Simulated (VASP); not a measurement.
The system is B.

```xyz
4
Lattice="2.2035 0.0000 0.0000 -1.1017 1.9083 0.0000 0.0000 0.0000 7.1067" Properties=species:S:1:pos:R:3 pbc="T T T"
B     0.0000    0.0000    0.0000
B     0.0000    0.0000    3.5534
B     0.0000    1.2722    5.3300
B     1.1017    0.6361    1.7767
```

This isn't the form of B at room conditions, which is rhombohedral.

| Quantity | Value |
| --- | --- |
| Program | VASP 6.6.1 |
| Task | relaxation of cell and atoms |
| Functional | PBEsol |
| Potentials or basis | VASP PAW PBE potentials, release 64 (B_h) |
| Cutoff | 1230 eV |
| k mesh | 9 × 9 × 4 |
| Occupations | gaussian, width 0.1 eV |
| Spin | no spin polarisation |

At the start: pressure -40.0 GPa; volume 7.47 Å³/atom.

How do energy, volume and symmetry change on relaxing?

Over 20 steps the energy falls by 387.0 meV/atom and the volume is 6.37 Å³/atom (-14.8 %); space group P6_3/mmc (No. 194, to 0.1 Å) before and after.

The path:
| step | energy change (eV) | largest force (eV/Å) | pressure (GPa) | volume (Å³) |
| --- | --- | --- | --- | --- |
| 1 | 0.0000 | 0.0000 | -39.99 | 29.88 |
| 2 | -0.9552 | 0.0000 | 12.74 | 22.52 |
| 3 | -0.9885 | 0.0000 | 0.76 | 23.44 |
| 4 | -1.0313 | 0.0000 | 1.88 | 23.39 |
| 5 | -1.0205 | 0.0000 | 8.61 | 23.19 |
| 6 | -1.0627 | 0.0000 | 3.92 | 23.71 |
| 7 | -1.1992 | 0.0000 | -7.13 | 25.29 |
| 8 | -1.2989 | 0.0000 | -22.61 | 28.49 |
| 9 | -1.2838 | 0.0000 | -13.73 | 26.36 |
| 10 | -1.3295 | 0.0000 | -18.35 | 27.42 |
| 11 | -1.3315 | 0.0000 | -19.14 | 27.61 |
| 12 | -1.3349 | 0.0000 | -19.50 | 27.70 |
| 13 | -1.3381 | 0.0000 | -20.11 | 27.86 |
| 14 | -1.3441 | 0.0000 | -19.88 | 27.82 |
| 15 | -1.3618 | 0.0000 | -19.18 | 27.71 |
| 16 | -1.3951 | 0.0000 | -17.71 | 27.48 |
| 17 | -1.4526 | 0.0000 | -14.45 | 27.03 |
| 18 | -1.5280 | 0.0000 | -6.89 | 26.16 |
| 19 | -1.5033 | 0.0000 | 11.51 | 24.45 |
| 20 | -1.5478 | 0.0000 | -0.10 | 25.47 |

Final structure:
```
CELL_PARAMETERS angstrom
2.32333 0.00000 0.00000
-1.16166 2.01206 0.00000
0.00000 0.00000 5.44895
ATOMIC_POSITIONS crystal
B 0.00000 0.00000 0.00000
B 0.00000 0.00000 0.50000
B 0.33333 0.66667 0.75000
B 0.66667 0.33333 0.25000
```

Caveat: the k points lie up to 0.35 Å⁻¹ apart in the final cell, too coarse for converged energies and pressures of a metal; a cell axis changed by over 15 % at a fixed basis, so the end point is rough; the PAW data sets were made with another functional, which shifts forces and pressure a little.
